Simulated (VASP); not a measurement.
CuO (Tenorite):

```
CELL_PARAMETERS angstrom
2.34185 -1.71130 0.00000
2.34185 1.71130 0.00000
-0.85003 0.00000 5.05787
ATOMIC_POSITIONS crystal
Cu 0.50000 0.00000 0.50000
Cu 0.00000 0.50000 0.00000
O 0.41840 0.58160 0.75000
O 0.58160 0.41840 0.25000
```

| Quantity | Value |
| --- | --- |
| Program | VASP 6.6.1 |
| Task | relaxation of cell and atoms |
| Functional | LDA |
| Potentials or basis | VASP PAW LDA potentials, release 64 (Cu, O) |
| Cutoff | 600 eV |
| k mesh | 10 × 10 × 5 |
| Occupations | gaussian, width 0.1 eV |
| Spin | no spin polarisation |

At the start: pressure -9.0 GPa; volume 10.13 Å³/atom.

Q: How do energy, volume and symmetry change on relaxing?

A: Over 40 steps the energy falls by 43.3 meV/atom and the volume is 10.30 Å³/atom (+1.6 %); space group Cccm (No. 66, to 0.05 Å).

The path:
```tsv
step	energy change (eV)	largest force (eV/Å)	pressure (GPa)	volume (Å³)
1	0.0000	0.4266	-8.96	40.54
2	-0.0251	0.0188	9.53	37.30
3	-0.0651	0.2142	0.58	38.67
4	-0.0651	0.2093	0.81	38.63
5	-0.0716	0.1434	0.73	38.73
6	-0.0788	0.0225	0.78	38.95
7	-0.0845	0.0016	0.22	39.16
8	-0.0980	0.0518	-1.43	39.79
9	-0.1105	0.1249	-4.44	41.02
10	-0.1130	0.1240	-4.35	41.05
11	-0.1201	0.1214	-4.07	41.12
12	-0.1326	0.1142	-3.48	41.25
13	-0.1503	0.0953	-2.44	41.46
14	-0.1497	0.0417	-1.09	41.65
15	-0.1563	0.0637	-1.81	41.56
16	-0.1592	0.0551	-0.92	41.32
17	-0.1608	0.0409	0.53	40.95
18	-0.1620	0.0444	0.30	40.96
19	-0.1633	0.0543	-0.41	41.01
20	-0.1634	0.0530	-0.36	41.00
21	-0.1638	0.0520	0.01	40.92
22	-0.1641	0.0497	0.57	40.80
23	-0.1644	0.0509	0.54	40.82
24	-0.1654	0.0547	0.30	40.86
25	-0.1665	0.0618	-0.13	40.96
26	-0.1659	0.0715	-1.01	41.13
27	-0.1668	0.0654	-0.42	41.01
28	-0.1673	0.0630	-0.32	41.01
29	-0.1685	0.0541	-0.05	40.98
30	-0.1702	0.0384	0.48	40.93
31	-0.1709	0.0127	1.33	40.81
32	-0.1717	0.0050	0.85	40.91
33	-0.1721	0.0056	0.26	41.04
34	-0.1721	0.0071	0.15	41.06
35	-0.1724	0.0059	0.16	41.07
36	-0.1729	0.0031	0.23	41.10
37	-0.1731	0.0026	0.24	41.17
38	-0.1732	0.0008	0.27	41.15
39	-0.1732	0.0008	-0.16	41.24
40	-0.1732	0.0001	-0.02	41.21
```

Final structure:
```
Cu O
1.0
     2.03589   -1.99598    0.15516
     2.03589    1.99598    0.15516
    -0.38089    0.00000    5.04139
Cu O
2 2
Direct
  0.50000 0.00000 0.50000
  0.00000 0.50000 0.00000
  0.50022 0.49978 0.75000
  0.49978 0.50022 0.25000
```
